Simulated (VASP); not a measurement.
Here is a VASP 6.6.1 calculation.

File INCAR:

```
PREC     = Accurate       # precision mode
ENCUT    = 520            # plane-wave cutoff, eV
EDIFF    = 1E-6           # SCF threshold, eV
ISMEAR   = -1             # smearing method
SIGMA    = 0.03           # smearing width, eV
LREAL    = F              # projectors in reciprocal space
LASPH    = T              # aspherical terms in the spheres
NELM     = 100            # most SCF steps
ALGO     = Normal         # electronic algorithm
ISIF     = 2              # what is computed and relaxed
LWAVE    = F              # write WAVECAR
LCHARG   = F              # write CHGCAR
GGA      = PS             # functional
NBANDS   = 10             # bands
```

Contents of KPOINTS:

```
Automatic mesh
0
Gamma
  11 11 11
```

File POSCAR:

```
Na
1.0
   -2.1598500000      2.1598500000      2.1175000000
    2.1598500000     -2.1598500000      2.1175000000
    2.1598500000      2.1598500000     -2.1175000000
Na
1
Direct
    0.0000000000      0.0000000000      0.0000000000
```

Potentials or basis: VASP PAW PBE potentials, release 64 (Na_pv).

Run with:

```sh
$ cat potpaw_PBE.64/Na_pv/POTCAR > POTCAR
$ mpirun -np 1 vasp_std > vasp.out
```

(1) Predict the band gap on the k mesh.

(2) What does it give for the pressure?

## Answers

(1) zero (an odd number of electrons rules out a gap without spin polarisation).

(2) -0.6 GPa.

Caveat: the cell differs from its parent crystal (equal xx and yy strain of +2 %); the PAW data sets were made with another functional, which shifts forces and pressure a little.
